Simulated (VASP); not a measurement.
# AlAs4 (P-42_1c) in VASP: single point with PBE

Aim: the single point of AlAs4 with PBE.

All numbers are computed with VASP 6.6.1; they aren't measurements. Logs are shortened: lines on timing, memory, paths and dates and some standing lists are left out, and cuts for length are marked.

### Step 1. The cell of the first run

The structure is tetragonal, space group P-42_1c (No. 114). The conventional cell has a = 6.210 Å, b = 6.210 Å, c = 5.455 Å, α = 90.00°, β = 90.00°, γ = 90.00°. Within 3.6 Å of Al (site symmetry -4) lie 8 As at 2.75 to 2.76 Å. As (site symmetry 1) has 7 As at 2.51 to 3.38 Å and 2 Al at 2.75 to 2.76 Å within 3.4 Å.

The cell was generated, and may not be a known phase.

### Step 2. Single point, PBE

INCAR

```
SYSTEM = AlAs4
  PREC = Accurate
  ENCUT = 520
  EDIFF = 1E-7
  ISMEAR = 0
  SIGMA = 0.1
  LREAL = .FALSE.
  LASPH = .TRUE.
  NELM = 60
  ALGO = Normal
  ISIF = 2
  LWAVE = .FALSE.
  LCHARG = .FALSE.
  GGA = PE
  NBANDS = 34
```

KPOINTS

```
regular mesh
0
G
  6 6 6
  0 0 0
```

POSCAR

```
AlAs4
1.0
    6.2101881641      0.0000000000      0.0000000000
    0.0000000000      6.2101881641      0.0000000000
    0.0000000000      0.0000000000      5.4552572768
Al As
2 8
Direct
    0.0000000000      0.0000000000      0.0000000000
    0.5000000000      0.5000000000      0.5000000000
    0.6426846513      0.8571093493      0.2514470544
    0.3573153487      0.1428906507      0.2514470544
    0.8571093493      0.3573153487      0.7485529456
    0.1428906507      0.6426846513      0.7485529456
    0.8573153487      0.3571093493      0.2485529456
    0.1426846513      0.6428906507      0.2485529456
    0.6428906507      0.8573153487      0.7514470544
    0.3571093493      0.1426846513      0.7514470544
```

Potentials or basis: VASP PAW PBE potentials, release 64 (Al, As).

Command:

```
cat potpaw_PBE.64/Al/POTCAR potpaw_PBE.64/As/POTCAR > POTCAR
mpirun -np 1 vasp_std > vasp.out
```

OUTCAR:

```text
SYSTEM = AlAs4
   PREC = Accurate
   ENCUT = 520
   EDIFF = 1E-7
   ISMEAR = 0
   LREAL = .FALSE.
   LASPH = .TRUE.
   NELM = 60
   ISIF = 2
   GGA = PE

 ion  position               nearest neighbor table
   1  0.000  0.000  0.000-   7 2.75   8 2.75   9 2.75  10 2.75   3 2.76   4 2.76   5 2.76   6 2.76

   2  0.500  0.500  0.500-   3 2.75   4 2.75   5 2.75   6 2.75   7 2.76   8 2.76   9 2.76  10 2.76

   3  0.643  0.857  0.251-   4 2.51   9 2.73   9 2.73   2 2.75   1 2.76
   4  0.357  0.143  0.251-   3 2.51  10 2.73  10 2.73   2 2.75   1 2.76
   5  0.857  0.357  0.749-   6 2.51   7 2.73   7 2.73   2 2.75   1 2.76
   6  0.143  0.643  0.749-   5 2.51   8 2.73   8 2.73   2 2.75   1 2.76
   7  0.857  0.357  0.249-   8 2.51   5 2.73   5 2.73   1 2.75   2 2.76
   8  0.143  0.643  0.249-   7 2.51   6 2.73   6 2.73   1 2.75   2 2.76
   9  0.643  0.857  0.751-  10 2.51   3 2.73   3 2.73   1 2.75   2 2.76
  10  0.357  0.143  0.751-   9 2.51   4 2.73   4 2.73   1 2.75   2 2.76

  LATTYP: Found a simple tetragonal cell.
 ALAT       =     6.2101881641
 C/A-ratio  =     0.8784367128

  Lattice vectors:

 A1 = (   6.2101881641,   0.0000000000,   0.0000000000)
 A2 = (   0.0000000000,   6.2101881641,   0.0000000000)
 A3 = (   0.0000000000,   0.0000000000,   5.4552572768)

Analysis of symmetry for initial positions (statically):
=====================================================================
 Subroutine PRICEL returns:
 Original cell was already a primitive cell.

 Routine SETGRP: Setting up the symmetry group for a
 simple tetragonal supercell.

 Subroutine GETGRP returns: Found  8 space group operations
 (whereof  4 operations were pure point group operations)
 out of a pool of 16 trial point group operations.

The static configuration has the point symmetry S_4 .
 The point group associated with its full space group is D_2d.

Analysis of symmetry for dynamics (positions and initial velocities):
=====================================================================
 Subroutine PRICEL returns:
 Original cell was already a primitive cell.

 Routine SETGRP: Setting up the symmetry group for a
 simple tetragonal supercell.

 Subroutine GETGRP returns: Found  8 space group operations
 (whereof  4 operations were pure point group operations)
 out of a pool of 16 trial point group operations.

The dynamic configuration has the point symmetry S_4 .
 The point group associated with its full space group is D_2d.

 Subroutine INISYM returns: Found  8 space group operations
 (whereof  4 operations are pure point group operations),
 and found     1 'primitive' translations

----------------------------------------------------------------------------------------

                                     Primitive cell

  volume of cell :     210.3898

  direct lattice vectors                    reciprocal lattice vectors
     6.210188164  0.000000000  0.000000000     0.161025717  0.000000000  0.000000000
     0.000000000  6.210188164  0.000000000     0.000000000  0.161025717  0.000000000
     0.000000000  0.000000000  5.455257277     0.000000000  0.000000000  0.183309411

  length of vectors
     6.210188164  6.210188164  5.455257277     0.161025717  0.161025717  0.183309411

  position of ions in fractional coordinates (direct lattice)
     0.000000000  0.000000000  0.000000000
     0.500000000  0.500000000  0.500000000
     0.642684651  0.857109349  0.251447054
     0.357315349  0.142890651  0.251447054
     0.857109349  0.357315349  0.748552946
     0.142890651  0.642684651  0.748552946
     0.857315349  0.357109349  0.248552946
     0.142684651  0.642890651  0.248552946
     0.642890651  0.857315349  0.751447054
     0.357109349  0.142684651  0.751447054

  ion indices of the primitive-cell ions
   primitive index   ion index
                 1           1
                 2           2
                 3           3
                 4           4
                 5           5
                 6           6
                 7           7
                 8           8
                 9           9
                10          10

----------------------------------------------------------------------------------------

 KPOINTS: regular mesh

Automatic generation of k-mesh.
 Grid dimensions read from file:
 generate k-points for:    6    6    6

 Generating k-lattice:

  Cartesian coordinates                     Fractional coordinates (reciprocal lattice)
     0.026837619  0.000000000  0.000000000     0.166666667  0.000000000  0.000000000
     0.000000000  0.026837619  0.000000000     0.000000000  0.166666667  0.000000000
     0.000000000  0.000000000  0.030551569     0.000000000  0.000000000  0.166666667

  Length of vectors
     0.026837619  0.026837619  0.030551569

  Shift w.r.t. Gamma in fractional coordinates (k-lattice)
     0.000000000  0.000000000  0.000000000

 Subroutine IBZKPT returns following result:
 ===========================================

 Found     40 irreducible k-points:

 Following reciprocal coordinates:
            Coordinates               Weight
  0.000000  0.000000  0.000000      1.000000
  0.166667  0.000000  0.000000      4.000000
  0.333333  0.000000  0.000000      4.000000
  0.500000  0.000000  0.000000      2.000000
  0.166667  0.166667  0.000000      4.000000
  0.333333  0.166667  0.000000      8.000000
[... 16 lines left out ...]
  0.333333  0.000000  0.333333      8.000000
  0.500000  0.000000  0.333333      4.000000
 [... further k-points ...]
   k-points           NKPTS =     40   k-points in BZ     NKDIM =     40   number of bands    NBANDS=     34
   number of dos      NEDOS =    301   number of ions     NIONS =     10
   total plane-waves  NPLWV =  96768
   dimension x,y,z NGX =    48 NGY =   48 NGZ =   42
   dimension x,y,z NGXF=    96 NGYF=   96 NGZF=   84
   ions per type =               2   8
   NGX,Y,Z   is equivalent  to a cutoff of  12.85, 12.85, 12.80 a.u.
   NGXF,Y,Z  is equivalent  to a cutoff of  25.70, 25.70, 25.60 a.u.
 SYSTEM =  AlAs4
   PREC   = accura    normal or accurate (medium, high low for compatibility)
   ISTART =      0    job   : 0-new  1-cont  2-samecut
   ICHARG =      2    charge: 1-file 2-atom 10-const
   ISPIN  =      1    spin polarized calculation?
   LNONCOLLINEAR =      F non collinear calculations
   LSORBIT =      F    spin-orbit coupling
   LASPH  =      T    aspherical Exc in radial PAW
   ENCUT  =  520.0 eV  38.22 Ry    6.18 a.u.  11.55 11.55 10.14*2*pi/ulx,y,z
   NELM   =     60;   NELMIN=  2; NELMDL= -5     # of ELM steps
   EDIFF  = 0.1E-06   stopping-criterion for ELM
   LREAL  =      F    real-space projection
   EDIFFG = 0.1E-05   stopping-criterion for IOM
   NSW    =      0    number of steps for IOM
   IBRION =     -1    ionic relax: 0-MD 1-quasi-New 2-CG
   NFREE  =      0    steps in history (QN), initial steepest desc. (CG)
   ISIF   =      2    stress and relaxation
   ISYM   =      2    0-nonsym 1-usesym 2-fastsym
   POTIM  = 0.5000    time-step for ionic-motion
   TEBEG  =    0.0;   TEEND  =   0.0 temperature during run
   PSTRESS=    0.0 pullay stress
   NELECT =      46.0000    total number of electrons
   NUPDOWN=      -1.0000    fix difference up-down
   EMIN   =  10.00;   EMAX   =-10.00  energy-range for DOS
   EFERMI =   0.00;   METHOD = LEGACY
   ISMEAR =     0;   SIGMA  =   0.10  broadening in eV -4-tet -1-fermi 0-gaus
   EFERMI_NEDOS =   21; number of points for ismear=-14 and -15
   IALGO  =     38    algorithm
   IMIX   =      4    mixing-type and parameters
     AMIX     =   0.40;   BMIX     =  1.00
     AMIX_MAG =   1.60;   BMIX_MAG =  1.00
  volume/ion in A,a.u.               =      21.04       141.98
  Fermi-wavevector in a.u.,A,eV,Ry     =   0.986247  1.863737 13.234167  0.972684
  Thomas-Fermi vector in A             =   2.117614
   LORBIT       =      0    0 simple, 1 ext, 2 COOP (PROOUT), +10 PAW based schemes
   GGA     = PE    functional components
   LHFCALC =     F    Hartree Fock is set to
   AEXX    =    0.0000 exact exchange contribution
   IVDW    =     0    specifies the selected vdW correction
   LEPSILON=     F    determine dielectric tensor
   LRPA    =     F    only Hartree local field effects (RPA)
 non-spin polarized calculation
 Gauss-broadening in eV      SIGMA  =   0.10
  energy-cutoff  :      520.00
  volume of cell :      210.39
 maximum number of plane-waves:      5692
 NGX is ok and might be reduce to    48
   NGX = 23   NGY = 23   NGZ = 21

 number of electron      45.9999998 magnetization

 Free energy of the ion-electron system (eV)
  ---------------------------------------------------
  ext. energy  EPLUGINS =         0.00000000
  ---------------------------------------------------
  free energy    TOTEN  =       -43.70995028 eV

  energy without entropy =      -43.69338644  energy(sigma->0) =      -43.70166836

 E-fermi :   5.4135     XC(G=0):  -9.8896

 val. band max:        5.3928973430   @ k =   0.3333   0.0000   0.1667
 cond. band min:       5.4164523764   @ k =   0.5000   0.3333   0.1667
 fundamental gap:      0.0235550333
 Fermi energy:         5.4135328540

 k-point     1 :       0.0000    0.0000    0.0000
  band No.  band energies     occupation
      1      -8.9209      2.00000
      2      -7.2777      2.00000
      3      -5.9109      2.00000
      4      -5.9109      2.00000
      5      -5.6417      2.00000
      6      -4.1539      2.00000
[... 26 lines left out ...]
     33       9.8040      0.00000
     34      10.7246      0.00000

 k-point     2 :       0.1667    0.0000    0.0000
  band No.  band energies     occupation
      1      -8.8435      2.00000
      2      -7.4514      2.00000
      3      -5.8876      2.00000
      4      -5.8696      2.00000
      5      -5.5698      2.00000
      6      -4.3047      2.00000
[... 26 lines left out ...]
     33       9.8341      0.00000
     34       9.8630      0.00000

 k-point     3 :       0.3333    0.0000    0.0000
  band No.  band energies     occupation
      1      -8.6179      2.00000
      2      -7.8430      2.00000
      3      -5.8348      2.00000
      4      -5.8087      2.00000
      5      -5.3609      2.00000
      6      -4.6531      2.00000
[... 26 lines left out ...]
     33       9.9192      0.00000
     34      10.0422      0.00000

 k-point     4 :       0.5000    0.0000    0.0000
  band No.  band energies     occupation
      1      -8.2673      2.00000
      2      -8.2673      2.00000
      3      -5.7955      2.00000
      4      -5.7955      2.00000
      5      -5.0384      2.00000
      6      -5.0384      2.00000
[... 26 lines left out ...]
     33      10.3016      0.00000
     34      10.3184      0.00000

 k-point     5 :       0.1667    0.1667    0.0000
  band No.  band energies     occupation
      1      -8.7689      2.00000
      2      -7.5584      2.00000
      3      -6.0275      2.00000
      4      -5.7645      2.00000
      5      -5.5012      2.00000
      6      -4.4051      2.00000
[... 621 lines left out ...]
 k-point    22 :       0.1667    0.0000    0.3333
  band No.  band energies     occupation
      1      -8.3382      2.00000
      2      -6.9598      2.00000
      3      -6.9061      2.00000
      4      -5.5602      2.00000
      5      -5.3735      2.00000
      6      -5.3546      2.00000
[... 26 lines left out ...]
     33       9.3364      0.00000
     34       9.5206      0.00000

 k-point    23 :       0.3333    0.0000    0.3333
  band No.  band energies     occupation
      1      -8.1140      2.00000
      2      -7.3444      2.00000
      3      -6.6905      2.00000
      4      -5.9372      2.00000
      5      -5.3193      2.00000
      6      -5.2899      2.00000
[... 26 lines left out ...]
     33       8.6323      0.00000
     34       8.9700      0.00000

 k-point    24 :       0.5000    0.0000    0.3333
  band No.  band energies     occupation
      1      -7.7656      2.00000
      2      -7.7656      2.00000
      3      -6.3488      2.00000
      4      -6.3488      2.00000
      5      -5.2777      2.00000
      6      -5.2777      2.00000
[... 26 lines left out ...]
     33       8.6690      0.00000
     34       8.6690      0.00000

 [... further k-points ...]
[... 5 lines left out ...]
  --------------------------------------------------------------------------------------
  -------------------------------------------------------------------------------------
  Total        0.2791121      0.2791121      0.1885284      0.0000000     -0.0000000      0.0000000
  in kB        2.1255166      2.1255166      1.4356962      0.0000000     -0.0000000      0.0000000
  external PRESSURE =       1.8955765 kB  Pullay stress =       0.0000000 kB

 VOLUME and BASIS-vectors are now :
 -----------------------------------------------------------------------------
  energy-cutoff  :      520.00
  volume of cell :      210.39
      direct lattice vectors                 reciprocal lattice vectors
     6.210188164  0.000000000  0.000000000     0.161025717  0.000000000  0.000000000
     0.000000000  6.210188164  0.000000000     0.000000000  0.161025717  0.000000000
     0.000000000  0.000000000  5.455257277     0.000000000  0.000000000  0.183309411

 POSITION                                       TOTAL-FORCE (eV/Angst)
 -----------------------------------------------------------------------------------
      0.00000      0.00000      0.00000         0.000000      0.000000      0.000000
      3.10509      3.10509      2.72763        -0.000000      0.000000      0.000000
      3.99119      5.32281      1.37171         0.020716     -0.020404     -0.000489
      2.21900      0.88738      1.37171        -0.020716      0.020404     -0.000489
      5.32281      2.21900      4.08355        -0.020404     -0.020716      0.000489
      0.88738      3.99119      4.08355         0.020404      0.020716      0.000489
      5.32409      2.21772      1.35592        -0.020716     -0.020404      0.000489
      0.88610      3.99247      1.35592         0.020716      0.020404      0.000489
      3.99247      5.32409      4.09934         0.020404     -0.020716     -0.000489
      2.21772      0.88610      4.09934        -0.020404      0.020716     -0.000489
 -----------------------------------------------------------------------------------
    total drift:                                0.000000      0.000000     -0.000000

  FREE ENERGIE OF THE ION-ELECTRON SYSTEM (eV)
  ---------------------------------------------------
  free  energy   TOTEN  =       -43.7099502765 eV

  energy  without entropy=      -43.6933864405  energy(sigma->0) =      -43.70166836
```

Run time: 2.5 min. Hardware: 1 thread of AMD EPYC 9R45 (Zen 5), shared host; peak memory 0.38 GiB.

What came out:

```yaml
Free_energy: -43.7100 eV
Pressure: 0.2 GPa
Largest_force: 0.029 eV/Å
Band_gap_on_the_k_mesh: zero (bands 23 and 24 overlap by 1.48 eV)
```

Forces in eV/Å, atoms in the order of the input:
```
Al   0.000  0.000  0.000
Al   0.000  0.000  0.000
As   0.021 -0.020  0.000
As  -0.021  0.020  0.000
As  -0.020 -0.021  0.000
As   0.020  0.021  0.000
As  -0.021 -0.020  0.000
As   0.021  0.020  0.000
As   0.020 -0.021  0.000
As  -0.020  0.021  0.000
```

The gap in the log of VASP goes by the Fermi energy; the results here count the filled bands.